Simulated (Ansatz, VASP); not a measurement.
## Two plane-wave programs on Cs

Contents of POSCAR:

```
Cs
1.0
    0.0000000000      4.0225353444      4.0225353444
    4.0225353444      0.0000000000      4.0225353444
    4.0225353444      4.0225353444      0.0000000000
Cs
1
Direct
    0.0000000000      0.0000000000      0.0000000000
```

The input INCAR.step1:

```
PREC = Accurate
ENCUT = 520
ISMEAR = 0
SIGMA = 0.05
LREAL = F
LASPH = T
NELM = 80
NBANDS = 10
GGA = PE
ALGO = Normal
EDIFF = 1E-4
LWAVE = T
LCHARG = F
```

Contents of INCAR.step2:

```
PREC = Accurate
ENCUT = 520
EDIFF = 1E-6
ISMEAR = 0
SIGMA = 0.05
LREAL = F
LASPH = T
NELM = 80
ALGO = Normal
ISIF = 2
LWAVE = F
LCHARG = F
METAGGA = R2SCAN
LMIXTAU = T
NBANDS = 10
ISTART = 1
```

The input KPOINTS:

```
Automatic mesh
0
Gamma
  10 10 10
```

Input for Ansatz:

```yaml
crystal:
  lattice:
    - [0.0, 4.0225353444, 4.0225353444]
    - [4.0225353444, 0.0, 4.0225353444]
    - [4.0225353444, 4.0225353444, 0.0]
  atoms:
    - { symbol: Cs, position: [0.0, 0.0, 0.0] }
basis:
  ecutwfc: 500
  ecutrho_ratio: 4
kpoints:
  mp_grid: { grid: [10, 10, 10] }
hamiltonian:
  xc: r2scan
scf:
  occupations: { method: gaussian, width: 0.05 }
output:
  forces: true
  stress: true
  eigenvalues: true
```

Alike in both runs: task single point; functional r2SCAN; k mesh 10 × 10 × 10; occupations gaussian, width 0.05 eV; no spin polarisation.

|  | VASP | Ansatz |
| --- | --- | --- |
| version | VASP 6.6.1 | Ansatz 0.2.0 |
| potentials or method | VASP PAW PBE potentials, release 64 (Cs_sv), cutoff 520 eV | scalar-relativistic, plane waves, PAW |
| valence electrons in the cell | 9 | 9 |

```tsv
	VASP	Ansatz	Ansatz less VASP
gap on the k mesh at the Fermi level (eV)	none	none	-
pressure (GPa)	-0.1	-0.1	0.00
```

VASP's potentials were made for PBE, not for r2SCAN. A gap of «none» marks a metal or a gap that the smearing closes.

Neither program's run includes spin-orbit coupling.
